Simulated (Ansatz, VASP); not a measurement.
CuF in VASP and in Ansatz

File INCAR:

```
PREC = Accurate
ENCUT = 520
EDIFF = 1E-7
ISMEAR = -1
SIGMA = 0.02
LREAL = F
LASPH = T
NELM = 60
ALGO = Normal
ISIF = 2
LWAVE = F
LCHARG = T
GGA = PE
LELF = T
LVHAR = T
NBANDS = 16
```

File KPOINTS:

```
regular mesh
0
Gamma
  8 8 8
```

The input POSCAR:

```
CuF
1.0
    2.8213430978      0.0000000000      0.0000000000
    0.0000000000      2.8213430978      0.0000000000
    0.0000000000      0.0000000000      2.8213430978
Cu F
1 1
Direct
    0.0000000000      0.0000000000      0.0000000000
    0.5000000000      0.5000000000      0.5000000000
```

Input for Ansatz:

```yaml
crystal:
  lattice:
    - [2.8213430978, 0.0, 0.0]
    - [0.0, 2.8213430978, 0.0]
    - [0.0, 0.0, 2.8213430978]
  atoms:
    - { symbol: Cu, position: [0.0, 0.0, 0.0] }
    - { symbol: F, position: [0.5, 0.5, 0.5] }
kpoints:
  mp_grid: { grid: [8, 8, 8] }
hamiltonian:
  xc: pbe
scf:
  occupations: { method: fermi_dirac, width: 0.02 }
  n_extra_bands: 4
output:
  forces: true
  stress: true
  eigenvalues: true
```

Alike in both runs: task single point; functional PBE; k mesh 8 × 8 × 8; occupations fermi-dirac, width 0.02 eV; no spin polarisation.

```csv
,VASP,Ansatz
version,VASP 6.6.1,Ansatz 0.2.0
potentials or method,"VASP PAW PBE potentials, release 64 (Cu, F)","plane waves, PAW"
plane-wave cutoff (eV),520,420
valence electrons in the cell,18,26
```

```tsv
	VASP	Ansatz	Ansatz less VASP
pressure (GPa)	-2.8	-2.6	+0.21
```

VASP's potentials hold 18 valence electrons a cell and Ansatz's 26, so a difference there can come from the potentials and not from the codes.
